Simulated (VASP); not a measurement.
A run of VASP 6.6.1 is set up as follows.

File INCAR:

```
SYSTEM = Zr2BN3
  PREC = Accurate
  ENCUT = 520
  EDIFF = 1E-6
  ISMEAR = 0
  SIGMA = 0.1
  LREAL = .False.
  LASPH = .True.
  NELM = 80
  ALGO = Normal
  ISIF = 2
  LWAVE = .False.
  LCHARG = .True.
  GGA = PE
  LELF = .True.
  LVHAR = .True.
  NBANDS = 30
```

KPOINTS

```
regular mesh
0
Gamma
  12 12 12
  0 0 0
```

Contents of POSCAR:

```
Zr2BN3
1.0
    5.6407554606      0.0000000000      0.0000000000
   -2.8203777303      4.8850375254      0.0000000000
    0.0000000000      0.0000000000      2.9612170818
Zr B N
2 1 3
Direct
    0.3333333333      0.6666666667      0.0000000000
    0.6666666667      0.3333333333      0.0000000000
    0.0000000000      0.0000000000      0.0000000000
    0.5000000000      0.0000000000      0.5000000000
    0.5000000000      0.5000000000      0.5000000000
    0.0000000000      0.5000000000      0.5000000000
```

Potentials or basis: VASP PAW PBE potentials, release 64 (Zr_sv, B, N).

Launch:

```console
$ cat potpaw_PBE.64/Zr_sv/POTCAR potpaw_PBE.64/B/POTCAR potpaw_PBE.64/N/POTCAR > POTCAR
$ mpirun -np 1 vasp_std > vasp.out
```

Task: Estimate the band gap on the k mesh.

Result: Zero (bands 21 and 22 overlap by 1.13 eV).

Task: What does it give for the pressure?

Result: 0.1 GPa.

Stress tensor (GPa, compression positive):
```
0.11 0.00 0.00
0.00 0.11 0.00
0.00 0.00 0.20
```
